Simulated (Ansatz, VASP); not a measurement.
Two plane-wave programs on Zr2O

Contents of INCAR:

```
PREC = Accurate
ENCUT = 520
EDIFF = 1E-7
ISMEAR = 0
SIGMA = 0.15
LREAL = F
LASPH = T
NELM = 100
ALGO = Normal
ISIF = 2
LWAVE = F
LCHARG = F
GGA = PS
NBANDS = 39
```

The input KPOINTS:

```
Automatic mesh
0
Gamma
  10 10 10
```

Contents of POSCAR:

```
Zr2O
1.0
    4.7282838620      0.0000000000      0.0000000000
    0.0000000000      4.7282838620      0.0000000000
    0.0000000000      0.0000000000      4.6562795393
Zr O
4 2
Direct
    0.2500000000      0.2500000000      0.7500000000
    0.7500000000      0.2500000000      0.2500000000
    0.2500000000      0.7500000000      0.2500000000
    0.7500000000      0.7500000000      0.7500000000
    0.0000000000      0.0000000000      0.0000000000
    0.5000000000      0.5000000000      0.5000000000
```

Input for Ansatz:

```yaml
crystal:
  lattice:
    - [4.728283862, 0.0, 0.0]
    - [0.0, 4.728283862, 0.0]
    - [0.0, 0.0, 4.6562795393]
  atoms:
    - { symbol: Zr, position: [0.25, 0.25, 0.75] }
    - { symbol: Zr, position: [0.75, 0.25, 0.25] }
    - { symbol: Zr, position: [0.25, 0.75, 0.25] }
    - { symbol: Zr, position: [0.75, 0.75, 0.75] }
    - { symbol: O, position: [0.0, 0.0, 0.0] }
    - { symbol: O, position: [0.5, 0.5, 0.5] }
basis:
  ecutwfc: 420
kpoints:
  mp_grid: { grid: [10, 10, 10] }
hamiltonian:
  xc: pbesol
scf:
  occupations: { method: gaussian, width: 0.15 }
output:
  forces: true
  stress: true
  eigenvalues: true
```

Change from the starting cell: strain -0.015 along x and y, -0.030 along z, atoms carried along.

Alike in both runs: task single point; functional PBEsol; k mesh 10 × 10 × 10; occupations gaussian, width 0.15 eV; no spin polarisation.

```csv
,VASP,Ansatz
version,VASP 6.6.1,Ansatz 0.2.0
potentials or method,"VASP PAW PBE potentials, release 64 (Zr_sv, O), cutoff 520 eV","scalar-relativistic, plane waves, PAW"
valence electrons in the cell,60,60
```

Ansatz gave:

| Quantity | Value |
| --- | --- |
| gap on the k mesh at the Fermi level (eV) | none |
| pressure (GPa) | 9.7 |
| traceless stress, the component that is largest in VASP (GPa) | 0.37 |

**Question.** Which values does VASP return?

**Answer.** gap on the k mesh at the Fermi level (eV): none; pressure (GPa): 10.1; traceless stress, the component that is largest in VASP (GPa): 0.37.

VASP's potentials were made for PBE, not for PBEsol. A gap of «none» marks a metal or a gap that the smearing closes. The functional is the same, so the differences come from potentials, cutoffs and numerics.
